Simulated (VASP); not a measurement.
Input of a VASP 6.6.1 run:

INCAR

```
  PREC = Accurate
  ENCUT = 520
  EDIFF = 1E-7
  ISMEAR = 1
  SIGMA = 0.1
  LREAL = F
  LASPH = T
  NELM = 60
  ALGO = Normal
  ISIF = 2
  LWAVE = F
  LCHARG = F
  GGA = PE
  NBANDS = 18
```

File KPOINTS:

```
regular mesh
0
Gamma
  13 13 7
```

The input POSCAR:

```
Y
1.0
    3.6615266298      0.0000000000      0.0000000000
   -1.8307633149      3.1709750781      0.0000000000
    0.0000000000      0.0000000000      5.7527950586
Y
2
Direct
    0.3333333333      0.6666666667      0.2500000000
    0.6666666667      0.3333333333      0.7500000000
```

Potentials or basis: VASP PAW PBE potentials, release 64 (Y_sv).

Run with:

```bash
$ cat potpaw_PBE.64/Y_sv/POTCAR > POTCAR
$ mpirun -np 1 vasp_std > vasp.out
```

Task: What does it give for the band gap on the k mesh?

Result: Zero (bands 11 and 12 overlap by 1.29 eV).

Task: What does it give for the pressure?

Result: -0.7 GPa.

Stress tensor (GPa, compression positive):
```
-0.46  0.00  0.00
 0.00 -0.46  0.00
 0.00  0.00 -1.20
```
